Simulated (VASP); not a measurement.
# Bi2Se3 (R-3m) in VASP: notebook, part 2 of 2

VASP 6.6.1.

## Step 3: Electric field gradients, PBEsol (equal xx and yy strain of -1 %)

The input, INCAR:

```
SYSTEM = Bi2Se3
PREC     = Accurate       ! precision mode
ENCUT    = 520            ! plane-wave cutoff, eV
EDIFF    = 1E-8           ! SCF threshold, eV
ISMEAR   = -1             ! smearing method
SIGMA    = 0.03           ! smearing width, eV
LREAL    = .False.        ! projectors in reciprocal space
LASPH    = .True.         ! aspherical terms in the spheres
NELM     = 80             ! most SCF steps
ALGO     = Normal         ! electronic algorithm
ISIF     = 2              ! what is computed and relaxed
LWAVE    = .False.        ! write WAVECAR
LCHARG   = .False.        ! write CHGCAR
GGA      = PS             ! functional
LEFG     = .True.       
NBANDS   = 32             ! bands
```

The input, KPOINTS:

```
Automatic mesh
0
Gamma
  6 6 6
  0 0 0
```

The input, POSCAR:

```
Bi2Se3
1.0
    2.0507843038      1.1840208698      9.5453300000
   -2.0507843038      1.1840208698      9.5453300000
    0.0000000000     -2.3680417398      9.5453300000
Bi Se
2 3
Direct
    0.4008000000      0.4008000000      0.4008000000
    0.5992000000      0.5992000000      0.5992000000
    0.0000000000      0.0000000000      0.0000000000
    0.2117000000      0.2117000000      0.2117000000
    0.7883000000      0.7883000000      0.7883000000
```

Potentials or basis: VASP PAW PBE potentials, release 64 (Bi_d, Se).

The run is started by

```sh
$ cat potpaw_PBE.64/Bi_d/POTCAR potpaw_PBE.64/Se/POTCAR > POTCAR
$ mpirun -np 1 vasp_std > vasp.out
```

OUTCAR:

```text
SYSTEM = Bi2Se3
   PREC = Accurate
   ENCUT = 520
   EDIFF = 1E-8
   ISMEAR = -1
   LREAL = .False.
   LASPH = .True.
   NELM = 80
   ISIF = 2
   GGA = PS

 ion  position               nearest neighbor table
   1  0.401  0.401  0.401-   5 2.83   5 2.83   5 2.83   3 3.06   3 3.06   3 3.06
   2  0.599  0.599  0.599-   4 2.83   4 2.83   4 2.83   3 3.06   3 3.06   3 3.06
   3  0.000  0.000  0.000-   2 3.06   2 3.06   1 3.06   1 3.06   2 3.06   1 3.06
   4  0.212  0.212  0.212-   2 2.83   2 2.83   2 2.83
   5  0.788  0.788  0.788-   1 2.83   1 2.83   1 2.83

  LATTYP: Found a trigonal (rhomboedric) cell.
 ALAT       =     9.8346808026
 COS(alpha) =     0.9130340136

  Lattice vectors:

 A1 = (   2.0507843038,   1.1840208698,   9.5453300000)
 A2 = (  -2.0507843038,   1.1840208698,   9.5453300000)
 A3 = (   0.0000000000,  -2.3680417398,   9.5453300000)

Analysis of symmetry for initial positions (statically):
=====================================================================
 Subroutine PRICEL returns:
 Original cell was already a primitive cell.

 Routine SETGRP: Setting up the symmetry group for a
 trigonal (rhombohedral) supercell.

 Subroutine GETGRP returns: Found 12 space group operations
 (whereof 12 operations were pure point group operations)
 out of a pool of 12 trial point group operations.

The static configuration has the point symmetry D_3d.

Analysis of symmetry for dynamics (positions and initial velocities):
=====================================================================
 Subroutine PRICEL returns:
 Original cell was already a primitive cell.
[... 1015 lines left out ...]
  --------------------------------------------------------------------------------------
  -------------------------------------------------------------------------------------
  Total        1.0027849      1.0027849      0.6705497      0.0000000     -0.0000000     -0.0000000
  in kB       11.5530541     11.5530541      7.7253832      0.0000000     -0.0000000     -0.0000000
  external PRESSURE =      10.2771638 kB  Pullay stress =       0.0000000 kB

 VOLUME and BASIS-vectors are now :
 -----------------------------------------------------------------------------
  energy-cutoff  :      520.00
  volume of cell :      139.07
      direct lattice vectors                 reciprocal lattice vectors
     2.050784304  1.184020870  9.545330000     0.243809161  0.140763285  0.034921091
    -2.050784304  1.184020870  9.545330000    -0.243809161  0.140763285  0.034921091
     0.000000000 -2.368041740  9.545330000     0.000000000 -0.281526569  0.034921091

 POSITION                                       TOTAL-FORCE (eV/Angst)
 -----------------------------------------------------------------------------------
      0.00000     -0.00000     11.47730         0.000000      0.000000     -0.265548
      0.00000     -0.00000     17.15869         0.000000     -0.000000      0.265548
      0.00000      0.00000      0.00000         0.000000      0.000000     -0.000000
      0.00000     -0.00000      6.06224         0.000000      0.000000     -0.236043
      0.00000     -0.00000     22.57375         0.000000     -0.000000      0.236043
 -----------------------------------------------------------------------------------
    total drift:                                0.000000      0.000000     -0.000000

  FREE ENERGIE OF THE ION-ELECTRON SYSTEM (eV)
  ---------------------------------------------------
  free  energy   TOTEN  =       -22.0417664995 eV

  energy  without entropy=      -22.0416254199  energy(sigma->0) =      -22.04169596

 Electric field gradients (V/A^2)
---------------------------------------------------------------------
 ion       V_xx      V_yy      V_zz      V_xy      V_xz      V_yz
---------------------------------------------------------------------
   1      -3.176    -3.176     6.353    -0.000    -0.000     0.000
   2      -3.176    -3.176     6.353    -0.000     0.000     0.000
   3     -39.679   -39.679    79.358    -0.000     0.000     0.000
   4       4.857     4.857    -9.715    -0.000    -0.000     0.000
   5       4.857     4.857    -9.715     0.000     0.000     0.000
---------------------------------------------------------------------

 Electric field gradients after diagonalization (V/A^2)
 (convention: |V_zz| > |V_xx| > |V_yy|)
----------------------------------------------------------------------
 ion       V_xx      V_yy      V_zz     asymmetry (V_yy - V_xx)/ V_zz
----------------------------------------------------------------------
   1      -3.176    -3.176     6.353       0.000
   2      -3.176    -3.176     6.353       0.000
   3     -39.679   -39.679    79.358       0.000
   4       4.857     4.857    -9.715       0.000
   5       4.857     4.857    -9.715       0.000
----------------------------------------------------------------------

           NMR quadrupolar parameters

 Cq : quadrupolar parameter    Cq=e*Q*V_zz/h
 eta: asymmetry parameters     (V_yy - V_xx)/ V_zz
 Q  : nuclear electric quadrupole moment in mb (millibarn)
----------------------------------------------------------------------
 ion       Cq(MHz)       eta       Q (mb)
----------------------------------------------------------------------
   1       0.015       0.000       1.000
   2       0.015       0.000       1.000
   3       0.192       0.000       1.000
   4      -0.023       0.000       1.000
   5      -0.023       0.000       1.000
----------------------------------------------------------------------
```

Run time: 17 min. Hardware: 1 thread of Intel Xeon Platinum 8488C (Sapphire Rapids), shared host; peak memory 0.92 GiB.

Results:

| Item | Value |
| --- | --- |
| Free energy | -22.0418 eV |
| Pressure | 1.0 GPa |
| Largest force | 0.266 eV/Å |
| Band gap on the k mesh | 0.16 eV |
| Largest electric field gradient by atom | Bi +6.4; Se +79.4, -9.7 (each value once) V/Å² |

Forces in eV/Å, atoms in the order of the input:
```
Bi   0.000  0.000 -0.266
Bi   0.000  0.000  0.266
Se   0.000  0.000  0.000
Se   0.000  0.000 -0.236
Se   0.000  0.000  0.236
```

Stress tensor (GPa, compression positive):
```
1.16 0.00 0.00
0.00 1.16 0.00
0.00 0.00 0.77
```

Levels at points of the mesh, in eV from the valence-band top:
```csv
k point,band 20,band 21,band 22,band 23,band 24,band 25,band 26,band 27,band 28,band 29
"(0.00, 0.00, 0.00)",-1.92,-1.92,-1.24,-1.24,0.00,0.16,1.37,1.37,2.09,2.70
"(0.50, 0.00, 0.00)",-3.14,-3.13,-2.29,-1.30,-0.60,0.74,1.87,2.86,3.09,3.88
"(0.50, 0.50, 0.00)",-2.68,-2.00,-1.98,-1.70,-1.11,1.21,1.85,2.56,2.95,3.50
"(0.50, 0.50, 0.50)",-1.68,-1.58,-1.41,-1.41,-0.49,0.58,1.68,1.68,2.05,2.36
```

Electric field gradients, principal values (V/Å²):
| atom | least | middle | greatest (by size) |
| --- | --- | --- | --- |
| 1 Bi | -3.176 | -3.176 | 6.353 |
| 2 Bi | -3.176 | -3.176 | 6.353 |
| 3 Se | -39.679 | -39.679 | 79.358 |
| 4 Se | 4.857 | 4.857 | -9.715 |
| 5 Se | 4.857 | 4.857 | -9.715 |

Caveat: the cell differs from its parent crystal (equal xx and yy strain of -1 %); without QUAD_EFG the Cq values of the log hold for a quadrupole moment of 1 mb, not for the nuclei; the PAW data sets were made with another functional, which shifts forces and pressure a little; spin-orbit coupling is left out, which moves the levels of the heavy elements.
